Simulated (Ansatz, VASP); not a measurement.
# RbCl in VASP and in Ansatz

```
CELL_PARAMETERS angstrom
0.00000 3.30573 3.30573
3.30573 0.00000 3.30573
3.30573 3.30573 0.00000
ATOMIC_POSITIONS crystal
Rb 0.00000 0.00000 0.00000
Cl 0.50000 0.50000 0.50000
```

Alike in both runs: task single point; functional r2SCAN; k mesh 6 × 6 × 6; no spin polarisation.

|  | VASP | Ansatz |
| --- | --- | --- |
| version | VASP 6.6.1 | Ansatz 0.2.0 |
| potentials or method | VASP PAW PBE potentials, release 64 (Rb_sv, Cl) | plane waves, PAW |
| plane-wave cutoff (eV) | 550 | 500 |
| occupations | gaussian, width 0.01 eV | fixed |
| valence electrons in the cell | 16 | 16 |

```tsv
	VASP	Ansatz	Ansatz less VASP
gap on the k mesh at the Fermi level (eV)	5.56	5.56	-0.001
pressure (GPa)	0.0	0.0	-0.01
```

VASP's potentials were made for PBE, not for r2SCAN.
